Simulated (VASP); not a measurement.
# Mg (P6_3/mmc) in VASP: further runs

The runs below take Mg through single point, with LDA.

All numbers are computed with VASP 6.6.1; they aren't measurements. Logs are shortened: lines on timing, memory, paths and dates and some standing lists are left out, and cuts for length are marked.

## 1. The cell of the first run

Symmetry: P6_3/mmc, No. 194, hexagonal system. Conventional cell: a = 3.133 Å, b = 3.133 Å, c = 5.085 Å, α = 90.00°, β = 90.00°, γ = 120.00°. Within 4.1 Å of Mg (site symmetry -6m2) lie 12 Mg at 3.12 to 3.13 Å.

## 2. Single point, LDA

File INCAR:

```
PREC     = Accurate       # precision mode
ENCUT    = 520            # plane-wave cutoff, eV
EDIFF    = 1E-6           # SCF threshold, eV
ISMEAR   = -1             # smearing method
SIGMA    = 0.3            # smearing width, eV
LREAL    = False          # projectors in reciprocal space
LASPH    = True           # aspherical terms in the spheres
NELM     = 100            # most SCF steps
ALGO     = Normal         # electronic algorithm
ISIF     = 2              # what is computed and relaxed
LWAVE    = False          # write WAVECAR
LCHARG   = False          # write CHGCAR
NBANDS   = 9              # bands
```

File KPOINTS:

```
regular mesh
0
Gamma
  12 12 6
```

File POSCAR:

```
Mg
1.0
    3.1325008903      0.0000000000      0.0000000000
   -1.5662504451      2.7128253484      0.0000000000
    0.0000000000      0.0000000000      5.0848940941
Mg
2
Direct
    0.3333333333      0.6666666667      0.2500000000
    0.6666666667      0.3333333333      0.7500000000
```

Potentials or basis: VASP PAW LDA potentials, release 64 (Mg).

The run is started by

```
$ cat potpaw_LDA.64/Mg/POTCAR > POTCAR
$ mpirun -np 1 vasp_std > vasp.out
```

OUTCAR:

```text
PREC = Accurate
   ENCUT = 520
   EDIFF = 1E-6
   ISMEAR = -1
   LREAL = False
   LASPH = True
   NELM = 100
   ISIF = 2

 ion  position               nearest neighbor table
   1  0.333  0.667  0.250-   2 3.12   2 3.12   2 3.12   2 3.12   2 3.12   2 3.12
   2  0.667  0.333  0.750-   1 3.12   1 3.12   1 3.12   1 3.12   1 3.12   1 3.12

  LATTYP: Found a hexagonal cell.
 ALAT       =     3.1325008903
 C/A-ratio  =     1.6232698001

  Lattice vectors:

 A1 = (   3.1325008903,   0.0000000000,   0.0000000000)
 A2 = (  -1.5662504451,   2.7128253484,   0.0000000000)
 A3 = (   0.0000000000,   0.0000000000,   5.0848940941)

Analysis of symmetry for initial positions (statically):
=====================================================================
 Subroutine PRICEL returns:
 Original cell was already a primitive cell.

 Routine SETGRP: Setting up the symmetry group for a
 hexagonal supercell.

 Subroutine GETGRP returns: Found 24 space group operations
 (whereof 12 operations were pure point group operations)
 out of a pool of 24 trial point group operations.

The static configuration has the point symmetry D_3d.
 The point group associated with its full space group is D_6h.

Analysis of symmetry for dynamics (positions and initial velocities):
=====================================================================
 Subroutine PRICEL returns:
 Original cell was already a primitive cell.

 Routine SETGRP: Setting up the symmetry group for a
 hexagonal supercell.

 Subroutine GETGRP returns: Found 24 space group operations
 (whereof 12 operations were pure point group operations)
 out of a pool of 24 trial point group operations.

The dynamic configuration has the point symmetry D_3d.
 The point group associated with its full space group is D_6h.

 Subroutine INISYM returns: Found 24 space group operations
 (whereof 12 operations are pure point group operations),
 and found     1 'primitive' translations

----------------------------------------------------------------------------------------

                                     Primitive cell

  volume of cell :      43.2111

  direct lattice vectors                    reciprocal lattice vectors
     3.132500890  0.000000000  0.000000000     0.319233748  0.184309690  0.000000000
    -1.566250445  2.712825348  0.000000000     0.000000000  0.368619381  0.000000000
     0.000000000  0.000000000  5.084894094     0.000000000  0.000000000  0.196660930

  length of vectors
     3.132500890  3.132500890  5.084894094     0.368619381  0.368619381  0.196660930

  position of ions in fractional coordinates (direct lattice)
     0.333333333  0.666666667  0.250000000
     0.666666667  0.333333333  0.750000000

  ion indices of the primitive-cell ions
   primitive index   ion index
                 1           1
                 2           2

----------------------------------------------------------------------------------------

 KPOINTS: regular mesh

Automatic generation of k-mesh.
 Grid dimensions read from file:
 generate k-points for:   12   12    6

 Generating k-lattice:

  Cartesian coordinates                     Fractional coordinates (reciprocal lattice)
     0.026602812  0.015359141  0.000000000     0.083333333  0.000000000  0.000000000
     0.000000000  0.030718282  0.000000000     0.000000000  0.083333333  0.000000000
     0.000000000  0.000000000  0.032776822     0.000000000  0.000000000  0.166666667

  Length of vectors
     0.030718282  0.030718282  0.032776822

  Shift w.r.t. Gamma in fractional coordinates (k-lattice)
     0.000000000  0.000000000  0.000000000

 Subroutine IBZKPT returns following result:
 ===========================================

 Found     76 irreducible k-points:

 Following reciprocal coordinates:
            Coordinates               Weight
  0.000000  0.000000  0.000000      1.000000
  0.083333 -0.000000  0.000000      6.000000
  0.166667 -0.000000  0.000000      6.000000
  0.250000 -0.000000  0.000000      6.000000
  0.333333  0.000000  0.000000      6.000000
  0.416667  0.000000  0.000000      6.000000
[... 16 lines left out ...]
  0.250000 -0.000000  0.166667     12.000000
  0.333333  0.000000  0.166667     12.000000
 [... further k-points ...]
   k-points           NKPTS =     76   k-points in BZ     NKDIM =     76   number of bands    NBANDS=      9
   number of dos      NEDOS =    301   number of ions     NIONS =      2
   total plane-waves  NPLWV =  23040
   dimension x,y,z NGX =    24 NGY =   24 NGZ =   40
   dimension x,y,z NGXF=    48 NGYF=   48 NGZF=   80
   ions per type =               2
   NGX,Y,Z   is equivalent  to a cutoff of  12.74, 12.74, 13.08 a.u.
   NGXF,Y,Z  is equivalent  to a cutoff of  25.47, 25.47, 26.16 a.u.
 SYSTEM =  unknown system
   PREC   = accura    normal or accurate (medium, high low for compatibility)
   ISTART =      0    job   : 0-new  1-cont  2-samecut
   ICHARG =      2    charge: 1-file 2-atom 10-const
   ISPIN  =      1    spin polarized calculation?
   LNONCOLLINEAR =      F non collinear calculations
   LSORBIT =      F    spin-orbit coupling
   LASPH  =      T    aspherical Exc in radial PAW
   ENCUT  =  520.0 eV  38.22 Ry    6.18 a.u.   5.82  5.82  9.45*2*pi/ulx,y,z
   NELM   =    100;   NELMIN=  2; NELMDL= -5     # of ELM steps
   EDIFF  = 0.1E-05   stopping-criterion for ELM
   LREAL  =      F    real-space projection
   EDIFFG = 0.1E-04   stopping-criterion for IOM
   NSW    =      0    number of steps for IOM
   IBRION =     -1    ionic relax: 0-MD 1-quasi-New 2-CG
   NFREE  =      0    steps in history (QN), initial steepest desc. (CG)
   ISIF   =      2    stress and relaxation
   ISYM   =      2    0-nonsym 1-usesym 2-fastsym
   POTIM  = 0.5000    time-step for ionic-motion
   TEBEG  =    0.0;   TEEND  =   0.0 temperature during run
   PSTRESS=    0.0 pullay stress
   NELECT =       4.0000    total number of electrons
   NUPDOWN=      -1.0000    fix difference up-down
   EMIN   =  10.00;   EMAX   =-10.00  energy-range for DOS
   EFERMI =   0.00;   METHOD = LEGACY
   ISMEAR =    -1;   SIGMA  =   0.30  broadening in eV -4-tet -1-fermi 0-gaus
   EFERMI_NEDOS =   21; number of points for ismear=-14 and -15
   IALGO  =     38    algorithm
   IMIX   =      4    mixing-type and parameters
     AMIX     =   0.40;   BMIX     =  1.00
     AMIX_MAG =   1.60;   BMIX_MAG =  1.00
  volume/ion in A,a.u.               =      21.61       145.80
  Fermi-wavevector in a.u.,A,eV,Ry     =   0.740565  1.399465  7.461932  0.548437
  Thomas-Fermi vector in A             =   1.834998
   LORBIT       =      0    0 simple, 1 ext, 2 COOP (PROOUT), +10 PAW based schemes
   GGA     = CA    functional components
   LHFCALC =     F    Hartree Fock is set to
   AEXX    =    0.0000 exact exchange contribution
   IVDW    =     0    specifies the selected vdW correction
   LEPSILON=     F    determine dielectric tensor
   LRPA    =     F    only Hartree local field effects (RPA)
 non-spin polarized calculation
  energy-cutoff  :      520.00
  volume of cell :       43.21
 maximum number of plane-waves:      1182
 NGX is ok and might be reduce to    24
   NGX = 11   NGY = 11   NGZ = 19

 number of electron       4.0000000 magnetization

 Free energy of the ion-electron system (eV)
  ---------------------------------------------------
  ext. energy  EPLUGINS =         0.00000000
  ---------------------------------------------------
  free energy    TOTEN  =        -3.74178637 eV

  energy without entropy =       -3.50141570  energy(sigma->0) =       -3.62160104

 E-fermi :   2.7777     XC(G=0):  -8.8771

 val. band max:        2.7395719129   @ k =   0.4167   0.1667   0.5000
 cond. band min:       2.9883974306   @ k =   0.3333   0.3333   0.5000
 fundamental gap:      0.2488255177
 Fermi energy:         2.7777199676

 k-point     1 :       0.0000    0.0000    0.0000
  band No.  band energies     occupation
      1      -4.3926      2.00000
      2       1.0414      1.99389
      3       1.5197      1.97026
      4      14.0389      0.00000
      5      14.0389      0.00000
      6      14.2057      0.00000
      7      14.2057      0.00000
      8      14.9617      0.00000
      9      16.7323      0.00000

 k-point     2 :       0.0833   -0.0000    0.0000
  band No.  band energies     occupation
      1      -4.2505      2.00000
      2       1.1701      1.99063
      3       1.6575      1.95332
      4      11.7309      0.00000
      5      12.8361      0.00000
      6      13.6720      0.00000
      7      15.5922      0.00000
      8      15.8411      0.00000
      9      16.5338      0.00000

 k-point     3 :       0.1667   -0.0000    0.0000
  band No.  band energies     occupation
      1      -3.8254      2.00000
      2       1.5564      1.96645
      3       2.0652      1.82981
      4       9.1345      0.00000
      5      11.7836      0.00000
      6      12.4038      0.00000
      7      13.9882      0.00000
      8      14.9717      0.00000
      9      16.5419      0.00000

 k-point     4 :       0.2500   -0.0000    0.0000
  band No.  band energies     occupation
      1      -3.1214      2.00000
      2       2.2011      1.74471
      3       2.7163      1.10201
      4       6.7309      0.00000
      5      10.9658      0.00000
      6      11.0384      0.00000
      7      11.5604      0.00000
      8      13.3950      0.00000
      9      15.5278      0.00000
[... 205 lines left out ...]
 k-point    22 :       0.1667   -0.0000    0.1667
  band No.  band energies     occupation
      1      -3.6645      2.00000
      2       0.1064      1.99973
      3       3.7856      0.06717
      4       9.2724      0.00000
      5      11.9160      0.00000
      6      12.1330      0.00000
      7      13.1321      0.00000
      8      14.7161      0.00000
      9      15.0972      0.00000

 k-point    23 :       0.2500   -0.0000    0.1667
  band No.  band energies     occupation
      1      -2.9618      2.00000
      2       0.7757      1.99747
      3       4.3866      0.00933
      4       6.8982      0.00000
      5      10.0755      0.00000
      6      11.0989      0.00000
      7      11.9777      0.00000
      8      14.1090      0.00000
      9      14.3099      0.00000

 k-point    24 :       0.3333    0.0000    0.1667
  band No.  band energies     occupation
      1      -1.9874      2.00000
      2       1.6914      1.94788
      3       4.3613      0.01015
      4       5.6206      0.00015
      5       8.0111      0.00000
      6      10.5162      0.00000
      7      10.7791      0.00000
      8      12.6913      0.00000
      9      13.7168      0.00000

 [... further k-points ...]
[... 5 lines left out ...]
  --------------------------------------------------------------------------------------
  -------------------------------------------------------------------------------------
  Total        0.0201166      0.0201166     -0.0296930      0.0000000      0.0000000      0.0000000
  in kB        0.7458836      0.7458836     -1.1009538      0.0000000      0.0000000      0.0000000
  external PRESSURE =       0.1302711 kB  Pullay stress =       0.0000000 kB

 VOLUME and BASIS-vectors are now :
 -----------------------------------------------------------------------------
  energy-cutoff  :      520.00
  volume of cell :       43.21
      direct lattice vectors                 reciprocal lattice vectors
     3.132500890  0.000000000  0.000000000     0.319233748  0.184309690  0.000000000
    -1.566250445  2.712825348  0.000000000     0.000000000  0.368619381  0.000000000
     0.000000000  0.000000000  5.084894094     0.000000000  0.000000000  0.196660930

 POSITION                                       TOTAL-FORCE (eV/Angst)
 -----------------------------------------------------------------------------------
     -0.00000      1.80855      1.27122        -0.000000      0.000000      0.000000
      1.56625      0.90428      3.81367         0.000000     -0.000000      0.000000
 -----------------------------------------------------------------------------------
    total drift:                               -0.000000      0.000000     -0.000000

  FREE ENERGIE OF THE ION-ELECTRON SYSTEM (eV)
  ---------------------------------------------------
  free  energy   TOTEN  =        -3.7417863734 eV

  energy  without entropy=       -3.5014157000  energy(sigma->0) =       -3.62160104
```

Run time: 21 s. Hardware: 1 thread of Intel Xeon 8259CL, shared host; peak memory 0.15 GiB.

What came out:

```
Free energy            : -3.7418 eV
Pressure               : 0.0 GPa
Band gap on the k mesh : zero (band 2 reaches 3.81 eV, above the bottom of band 3 at 1.52 eV)
```

(Continued in part 2 of 2.)
